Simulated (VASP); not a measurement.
Write the native input for VASP 6.6.1 that does the following.

```yaml
Task: single point
Functional: PBE
Potentials_or_basis: VASP PAW PBE potentials, release 64 (Au)
Cutoff: 520 eV
k_mesh: 20 × 20 × 20
Occupations: gaussian, width 0.15 eV
Spin: no spin polarisation
Dipole_correction: no
Further_INCAR_settings: ALGO = Normal; EDIFF = 1e-07; NBANDS = 12
```

The structure of Au lies in POSCAR:

```
Au
1.0
    0.0000000000      1.8818600000      1.9636800000
    1.8818600000      0.0000000000      1.9636800000
    1.8818600000      1.8818600000      0.0000000000
Au
1
Direct
    0.0000000000      0.0000000000      0.0000000000
```

This cell differs from its parent crystal: strain -0.080 along x and y, -0.040 along z.

One way to write it, as run:

INCAR

```
SYSTEM = Au
PREC = Accurate
ENCUT = 520
EDIFF = 1E-7
ISMEAR = 0
SIGMA = 0.15
LREAL = .False.
LASPH = .True.
NELM = 60
ALGO = Normal
ISIF = 2
LWAVE = .False.
LCHARG = .False.
GGA = PE
NBANDS = 12
```

KPOINTS

```
regular mesh
0
Gamma
  20 20 20
  0 0 0
```

Potentials or basis: VASP PAW PBE potentials, release 64 (Au).

Launch:

```sh
$ cat potpaw_PBE.64/Au/POTCAR > POTCAR
$ mpirun -np 1 vasp_std > vasp.out
```

It gave:

| Item | Value |
| --- | --- |
| Pressure | 74.8 GPa |
| Band gap on the k mesh | zero (an odd number of electrons rules out a gap without spin polarisation) |

Caveat: the cell differs from its parent crystal (strain -0.080 along x and y, -0.040 along z); the cell stands under pressure; spin-orbit coupling is left out, which moves the levels of the heavy elements.

Wall time 75 s on 1 thread of Intel(R) Xeon(R) Platinum 8488C (Sapphire Rapids) (shared host), peak memory 0.21 GiB.
